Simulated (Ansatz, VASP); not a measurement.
# GaO in VASP and in Ansatz

```
CELL_PARAMETERS angstrom
3.13217 0.00000 0.00000
-1.56608 2.71253 0.00000
0.00000 0.00000 14.39932
ATOMIC_POSITIONS crystal
Ga 0.66667 0.33333 0.59002
Ga 0.66667 0.33333 0.40998
O 0.00000 0.00000 0.63987
O 0.00000 0.00000 0.36013
```

Alike in both runs: task single point; functional PBE; k mesh 12 × 12 × 2; occupations gaussian, width 0.02 eV; no spin polarisation.

|  | VASP | Ansatz |
| --- | --- | --- |
| version | VASP 6.6.1 | Ansatz 0.2.0 |
| potentials or method | VASP PAW PBE potentials, release 64 (Ga_d, O_h), cutoff 910 eV | scalar-relativistic, plane waves, PAW |
| valence electrons in the cell | 38 | 38 |

|  | VASP | Ansatz | Ansatz less VASP |
| --- | --- | --- | --- |
| gap on the k mesh at the Fermi level (eV) | 1.18 | 1.20 | +0.019 |
| least direct gap on the mesh (eV) | 1.93 | 1.94 | +0.009 |
| rms of the force components (eV/Å) | 0.196 | 0.175 | -0.0214 |

Atom by atom the forces differ by 0.032 eV/Å (rms over components).

Noted on VASP's run: the cutoff is short for stress, so the pressure is rough.
